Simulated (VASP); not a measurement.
# P (Cmce) in VASP: single point with PBE+D3(BJ)

Aim: the single point of P with PBE+D3(BJ).

All numbers are computed with VASP 6.6.1; they aren't measurements. Logs are shortened: lines on timing, memory, paths and dates and some standing lists are left out, and cuts for length are marked.

## Step 1: The cell of the first run

The structure is orthorhombic, space group Cmce (No. 64). Conventional cell: a = 3.322 Å, b = 10.197 Å, c = 4.163 Å, α = 90.00°, β = 90.00°, γ = 90.00°. Within 2.9 Å of P (site symmetry m) lie 3 P at 2.23 to 2.25 Å.

## Step 2: Single point, PBE+D3(BJ)

Contents of INCAR:

```
SYSTEM = P
  PREC = Accurate
  ENCUT = 520
  EDIFF = 1E-7
  ISMEAR = 0
  SIGMA = 0.05
  LREAL = .False.
  LASPH = .True.
  NELM = 100
  ALGO = Normal
  ISIF = 2
  LWAVE = .False.
  LCHARG = .False.
  GGA = PE
  IVDW = 12
  NBANDS = 18
```

Contents of KPOINTS:

```
regular mesh
0
Gamma
  12 12 10
  0 0 0
```

Contents of POSCAR:

```
P
1.0
    1.6611804690     -5.0985611636      0.0000000000
    1.6611804690      5.0985611636      0.0000000000
    0.0000000000      0.0000000000      4.1634829826
P
4
Direct
    0.8936154175      0.1063845825      0.0718364564
    0.6063845825      0.3936154175      0.5718364564
    0.1063845825      0.8936154175      0.9281635436
    0.3936154175      0.6063845825      0.4281635436
```

Potentials or basis: VASP PAW PBE potentials, release 64 (P).

Launch:

```bash
$ cat potpaw_PBE.64/P/POTCAR > POTCAR
$ mpirun -np 1 vasp_std > vasp.out
```

OUTCAR:

```text
SYSTEM = P
   PREC = Accurate
   ENCUT = 520
   EDIFF = 1E-7
   ISMEAR = 0
   LREAL = .False.
   LASPH = .True.
   NELM = 100
   ISIF = 2
   GGA = PE
   IVDW = 12
 IVDW          = 12

 ion  position               nearest neighbor table
   1  0.894  0.106  0.072-   4 2.23   4 2.23   3 2.25
   2  0.606  0.394  0.572-   3 2.23   3 2.23   4 2.25
   3  0.106  0.894  0.928-   2 2.23   2 2.23   1 2.25
   4  0.394  0.606  0.428-   1 2.23   1 2.23   2 2.25

  LATTYP: Found a base centered orthorhombic cell.
 ALAT       =     3.3223609380
 B/A-ratio  =     3.0692397718
 C/A-ratio  =     1.2531699777

  Lattice vectors:

 A1 = (   1.6611804690,  -5.0985611636,   0.0000000000)
 A2 = (   1.6611804690,   5.0985611636,   0.0000000000)
 A3 = (   0.0000000000,   0.0000000000,   4.1634829826)

Analysis of symmetry for initial positions (statically):
=====================================================================
 Subroutine PRICEL returns:
 Original cell was already a primitive cell.

 Routine SETGRP: Setting up the symmetry group for a
 base centered orthorhombic supercell.

 Subroutine GETGRP returns: Found  8 space group operations
 (whereof  4 operations were pure point group operations)
 out of a pool of  8 trial point group operations.

The static configuration has the point symmetry C_2h.
 The point group associated with its full space group is D_2h.

Analysis of symmetry for dynamics (positions and initial velocities):
=====================================================================
 Subroutine PRICEL returns:
 Original cell was already a primitive cell.

 Routine SETGRP: Setting up the symmetry group for a
 base centered orthorhombic supercell.

 Subroutine GETGRP returns: Found  8 space group operations
 (whereof  4 operations were pure point group operations)
 out of a pool of  8 trial point group operations.

The dynamic configuration has the point symmetry C_2h.
 The point group associated with its full space group is D_2h.

 Subroutine INISYM returns: Found  8 space group operations
 (whereof  4 operations are pure point group operations),
 and found     1 'primitive' translations

----------------------------------------------------------------------------------------

                                     Primitive cell

  volume of cell :      70.5263

  direct lattice vectors                    reciprocal lattice vectors
     1.661180469 -5.098561164  0.000000000     0.300990777 -0.098066883  0.000000000
     1.661180469  5.098561164  0.000000000     0.300990777  0.098066883  0.000000000
     0.000000000  0.000000000  4.163482983     0.000000000  0.000000000  0.240183520

  length of vectors
     5.362354566  5.362354566  4.163482983     0.316563677  0.316563677  0.240183520

  position of ions in fractional coordinates (direct lattice)
     0.893615418  0.106384582  0.071836456
     0.606384582  0.393615418  0.571836456
     0.106384582  0.893615418  0.928163544
     0.393615418  0.606384582  0.428163544

  ion indices of the primitive-cell ions
   primitive index   ion index
                 1           1
                 2           2
                 3           3
                 4           4

----------------------------------------------------------------------------------------

 KPOINTS: regular mesh

Automatic generation of k-mesh.
 Grid dimensions read from file:
 generate k-points for:   12   12   10

 Generating k-lattice:

  Cartesian coordinates                     Fractional coordinates (reciprocal lattice)
     0.025082565 -0.008172240  0.000000000     0.083333333  0.000000000  0.000000000
     0.025082565  0.008172240  0.000000000     0.000000000  0.083333333  0.000000000
     0.000000000  0.000000000  0.024018352     0.000000000  0.000000000  0.100000000

  Length of vectors
     0.026380306  0.026380306  0.024018352

  Shift w.r.t. Gamma in fractional coordinates (k-lattice)
     0.000000000  0.000000000  0.000000000

 Subroutine IBZKPT returns following result:
 ===========================================

 Found    258 irreducible k-points:

 Following reciprocal coordinates:
            Coordinates               Weight
  0.000000  0.000000  0.000000      1.000000
  0.083333 -0.000000  0.000000      4.000000
  0.166667 -0.000000  0.000000      4.000000
  0.250000  0.000000  0.000000      4.000000
  0.333333  0.000000  0.000000      4.000000
  0.416667  0.000000  0.000000      4.000000
[... 16 lines left out ...]
  0.500000  0.166667  0.000000      4.000000
 -0.416667  0.166667  0.000000      4.000000
 [... further k-points ...]
   k-points           NKPTS =    258   k-points in BZ     NKDIM =    258   number of bands    NBANDS=     18
   number of dos      NEDOS =    301   number of ions     NIONS =      4
   total plane-waves  NPLWV =  51200
   dimension x,y,z NGX =    40 NGY =   40 NGZ =   32
   dimension x,y,z NGXF=    80 NGYF=   80 NGZF=   64
   ions per type =               4
   NGX,Y,Z   is equivalent  to a cutoff of  12.40, 12.40, 12.78 a.u.
   NGXF,Y,Z  is equivalent  to a cutoff of  24.80, 24.80, 25.55 a.u.
 SYSTEM =  P
   PREC   = accura    normal or accurate (medium, high low for compatibility)
   ISTART =      0    job   : 0-new  1-cont  2-samecut
   ICHARG =      2    charge: 1-file 2-atom 10-const
   ISPIN  =      1    spin polarized calculation?
   LNONCOLLINEAR =      F non collinear calculations
   LSORBIT =      F    spin-orbit coupling
   LASPH  =      T    aspherical Exc in radial PAW
   ENCUT  =  520.0 eV  38.22 Ry    6.18 a.u.   9.97  9.97  7.74*2*pi/ulx,y,z
   NELM   =    100;   NELMIN=  2; NELMDL= -5     # of ELM steps
   EDIFF  = 0.1E-06   stopping-criterion for ELM
   LREAL  =      F    real-space projection
   EDIFFG = 0.1E-05   stopping-criterion for IOM
   NSW    =      0    number of steps for IOM
   IBRION =     -1    ionic relax: 0-MD 1-quasi-New 2-CG
   NFREE  =      0    steps in history (QN), initial steepest desc. (CG)
   ISIF   =      2    stress and relaxation
   ISYM   =      2    0-nonsym 1-usesym 2-fastsym
   POTIM  = 0.5000    time-step for ionic-motion
   TEBEG  =    0.0;   TEEND  =   0.0 temperature during run
   PSTRESS=    0.0 pullay stress
   NELECT =      20.0000    total number of electrons
   NUPDOWN=      -1.0000    fix difference up-down
   EMIN   =  10.00;   EMAX   =-10.00  energy-range for DOS
   EFERMI =   0.00;   METHOD = LEGACY
   ISMEAR =     0;   SIGMA  =   0.05  broadening in eV -4-tet -1-fermi 0-gaus
   EFERMI_NEDOS =   21; number of points for ismear=-14 and -15
   IALGO  =     38    algorithm
   IMIX   =      4    mixing-type and parameters
     AMIX     =   0.40;   BMIX     =  1.00
     AMIX_MAG =   1.60;   BMIX_MAG =  1.00
  volume/ion in A,a.u.               =      17.63       118.98
  Fermi-wavevector in a.u.,A,eV,Ry     =   1.075559  2.032513 15.739602  1.156828
  Thomas-Fermi vector in A             =   2.211419
   LORBIT       =      0    0 simple, 1 ext, 2 COOP (PROOUT), +10 PAW based schemes
   GGA     = PE    functional components
   LHFCALC =     F    Hartree Fock is set to
   AEXX    =    0.0000 exact exchange contribution
   IVDW    =    12    specifies the selected vdW correction
   LEPSILON=     F    determine dielectric tensor
   LRPA    =     F    only Hartree local field effects (RPA)
 non-spin polarized calculation
 Gauss-broadening in eV      SIGMA  =   0.05
  energy-cutoff  :      520.00
  volume of cell :       70.53
 maximum number of plane-waves:      1916
   NGX = 19   NGY = 19   NGZ = 15

 number of electron      19.9999998 magnetization

 Free energy of the ion-electron system (eV)
  ---------------------------------------------------
  ext. energy  EPLUGINS =         0.00000000
  ---------------------------------------------------
  free energy    TOTEN  =       -21.37602980 eV

  energy without entropy =      -21.37583786  energy(sigma->0) =      -21.37593383

 E-fermi :   7.4325     XC(G=0): -10.2656

 val. band max:        7.4244452169   @ k =  -0.4167   0.4167   0.0000
 cond. band min:       7.4417430337   @ k =  -0.3333   0.3333   0.0000
 fundamental gap:      0.0172978168
 Fermi energy:         7.4324870256

 k-point     1 :       0.0000    0.0000    0.0000
  band No.  band energies     occupation
      1      -8.5944      2.00000
      2      -5.2469      2.00000
      3      -1.7268      2.00000
      4       0.1087      2.00000
      5       2.3006      2.00000
      6       3.1482      2.00000
[... 10 lines left out ...]
     17      14.6178      0.00000
     18      14.8232      0.00000

 k-point     2 :       0.0833   -0.0000    0.0000
  band No.  band energies     occupation
      1      -8.5063      2.00000
      2      -5.1780      2.00000
      3      -1.8027      2.00000
      4       0.2015      2.00000
      5       2.3827      2.00000
      6       2.7257      2.00000
[... 10 lines left out ...]
     17      13.8070      0.00000
     18      14.4937      0.00000

 k-point     3 :       0.1667   -0.0000    0.0000
  band No.  band energies     occupation
      1      -8.2434      2.00000
      2      -4.9701      2.00000
      3      -2.0947      2.00000
      4       0.4754      2.00000
      5       1.6939      2.00000
      6       2.3034      2.00000
[... 10 lines left out ...]
     17      12.4382      0.00000
     18      14.3774      0.00000

 k-point     4 :       0.2500    0.0000    0.0000
  band No.  band energies     occupation
      1      -7.8092      2.00000
      2      -4.6208      2.00000
      3      -2.7095      2.00000
      4       0.4904      2.00000
      5       0.9150      2.00000
      6       1.9348      2.00000
[... 375 lines left out ...]
      4      -1.3739      2.00000
      5       2.1614      2.00000
      6       2.5486      2.00000
[... 10 lines left out ...]
     17      14.4306      0.00000
     18      14.5819      0.00000

 k-point    23 :       0.5000    0.1667    0.0000
  band No.  band energies     occupation
      1      -7.0456      2.00000
      2      -4.5579      2.00000
      3      -3.7006      2.00000
      4      -0.3347      2.00000
      5       1.9692      2.00000
      6       2.0495      2.00000
[... 10 lines left out ...]
     17      14.2233      0.00000
     18      14.6544      0.00000

 k-point    24 :      -0.4167    0.1667    0.0000
  band No.  band energies     occupation
      1      -7.6535      2.00000
      2      -5.0439      2.00000
      3      -2.7576      2.00000
      4       0.7193      2.00000
      5       1.4599      2.00000
      6       1.9587      2.00000
[... 10 lines left out ...]
     17      12.7399      0.00000
     18      13.5495      0.00000

 [... further k-points ...]

------------------------ aborting loop because EDIFF is reached ----------------------------------------

 Edisp (eV)   -1.59242

 E8    (eV) :    -0.6030

  FORCE on cell =-STRESS in cart. coord.  units (eV):
  Direction    XX          YY          ZZ          XY          YZ          ZX
  --------------------------------------------------------------------------------------
  -------------------------------------------------------------------------------------
  Total      -0.16364    -0.17168    -0.14377     0.00000    -0.00000     0.00000
  in kB      -3.71748    -3.90004    -3.26616     0.00000    -0.00000     0.00000
  external pressure =       -3.63 kB  Pullay stress =        0.00 kB

 VOLUME and BASIS-vectors are now :
 -----------------------------------------------------------------------------
  energy-cutoff  :      520.00
  volume of cell :       70.53
      direct lattice vectors                 reciprocal lattice vectors
     1.661180469 -5.098561164  0.000000000     0.300990777 -0.098066883  0.000000000
     1.661180469  5.098561164  0.000000000     0.300990777  0.098066883  0.000000000
     0.000000000  0.000000000  4.163482983     0.000000000  0.000000000  0.240183520

 POSITION                                       TOTAL-FORCE (eV/Angst)
 -----------------------------------------------------------------------------------
      1.66118     -4.01374      0.29909         0.000000     -0.042206      0.043320
      1.66118     -1.08482      2.38083         0.000000      0.042206      0.043320
      1.66118      4.01374      3.86439         0.000000      0.042206     -0.043320
      1.66118      1.08482      1.78265         0.000000     -0.042206     -0.043320
 -----------------------------------------------------------------------------------
    total drift:                                0.000000      0.000000     -0.000000

  FREE ENERGIE OF THE ION-ELECTRON SYSTEM (eV)
  ---------------------------------------------------
  free  energy   TOTEN  =       -22.9684509058 eV

  energy  without entropy=      -22.9682589586  energy(sigma->0) =      -22.96835493
```

Run time: 2.9 min. Hardware: 1 thread of Intel Xeon Platinum 8488C (Sapphire Rapids), shared host; peak memory 0.37 GiB.

Results:

* Free energy: -22.9685 eV
* Pressure: -0.4 GPa
* Largest force: 0.060 eV/Å
* Band gap on the k mesh: zero (band 10 reaches 7.52 eV, above the bottom of band 11 at 7.34 eV)
* Dispersion energy per atom: -0.398 eV

Forces in eV/Å, atoms in the order of the input:
```
P    0.000 -0.042  0.043
P    0.000  0.042  0.043
P    0.000  0.042 -0.043
P    0.000 -0.042 -0.043
```

Levels at points of the mesh, in eV from the Fermi level:
| k point | band 8 | band 9 | band 10 | band 11 | band 12 | band 13 |
| --- | --- | --- | --- | --- | --- | --- |
| (0.00, 0.00, 0.00) | -2.89 | -2.69 | -1.40 | 1.01 | 1.22 | 1.88 |
| (0.50, 0.00, 0.00) | -3.23 | -2.68 | -2.68 | 0.78 | 0.78 | 1.07 |
| (0.50, 0.50, 0.00) | -2.19 | -1.85 | -0.40 | 0.44 | 0.64 | 2.45 |
| (0.00, 0.00, 0.50) | -3.11 | -0.89 | -0.89 | 1.45 | 1.45 | 2.19 |
| (0.50, 0.00, 0.50) | -5.78 | -2.13 | -2.13 | 1.58 | 1.58 | 4.74 |
| (0.50, 0.50, 0.50) | -2.45 | -1.27 | -1.27 | 1.30 | 1.30 | 2.71 |

Caveat: pairwise dispersion overbinds metals, which lowers pressure and volume.
